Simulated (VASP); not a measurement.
A run of VASP 6.6.1 is set up as follows.

The input INCAR:

```
PREC = Accurate
ENCUT = 520
EDIFF = 1E-7
ISMEAR = -1
SIGMA = 0.05
LREAL = False
LASPH = True
NELM = 100
ALGO = Normal
ISIF = 2
LWAVE = False
LCHARG = True
GGA = PE
LELF = True
LVHAR = True
NBANDS = 9
```

KPOINTS

```
Automatic mesh
0
Gamma
  13 13 8
```

File POSCAR:

```
Be
1.0
    2.3153731856      0.0000000000      0.0000000000
   -1.1576865928      2.0051719980      0.0000000000
    0.0000000000      0.0000000000      3.6313659352
Be
2
Direct
    0.6666666667      0.3333333333      0.7500000000
    0.3333333333      0.6666666667      0.2500000000
```

Potentials or basis: VASP PAW PBE potentials, release 64 (Be).

The run is started by

```bash
$ cat potpaw_PBE.64/Be/POTCAR > POTCAR
$ mpirun -np 1 vasp_std > vasp.out
```

Q: Estimate the band gap on the k mesh.

A: Zero (band 2 reaches 7.58 eV, above the bottom of band 3 at 5.99 eV).

Q: What does it give for the pressure?

A: -6.9 GPa.

Stress tensor (GPa, compression positive):
```
-6.31  0.00  0.00
 0.00 -6.31  0.00
 0.00  0.00 -7.97
```
